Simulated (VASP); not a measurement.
KTaO3, 5 atoms in the cell. Symmetry: P4/mmm, No. 123, tetragonal system. Conventional cell: a = 3.988 Å, b = 3.988 Å, c = 3.909 Å, α = 90.00°, β = 90.00°, γ = 90.00°. K (site symmetry 4/mmm) has 12 O at 2.79 to 2.82 Å and 8 Ta at 3.43 Å within 3.7 Å. Within 2.6 Å of Ta (site symmetry 4/mmm) lie 6 O at 1.95 to 1.99 Å. Within 2.6 Å of O (site symmetry mmm) lie 2 Ta at 1.99 Å. Within 2.6 Å of O (site symmetry 4/mmm) lie 2 Ta at 1.95 Å.  This cell differs from its parent crystal: zz strain of -2 %.

- Program: VASP 6.6.1
- Task: single point
- Functional: PBE
- Potentials or basis: VASP PAW PBE potentials, release 64 (K_sv, Ta_pv, O)
- Cutoff: 520 eV
- k mesh: 5 × 5 × 5
- Occupations: fermi-dirac, width 0.01 eV
- Spin: no spin polarisation
- Dipole correction: no
- Further INCAR settings: ALGO = Normal; EDIFF = 1e-07; NBANDS = 27

Potentials or basis: VASP PAW PBE potentials, release 64 (K_sv, Ta_pv, O).

Launch:

```bash
$ cat potpaw_PBE.64/K_sv/POTCAR potpaw_PBE.64/Ta_pv/POTCAR potpaw_PBE.64/O/POTCAR > POTCAR
$ mpirun -np 1 vasp_std > vasp.out
```

Hardware: 1 thread of Intel Xeon 8259CL, on a shared host.

Estimate the wall time of this run.

Wall time 45 s on 1 thread of Intel Xeon 8259CL (shared host), peak memory 0.19 GiB. Counts: scf iterations 14, k points 18.
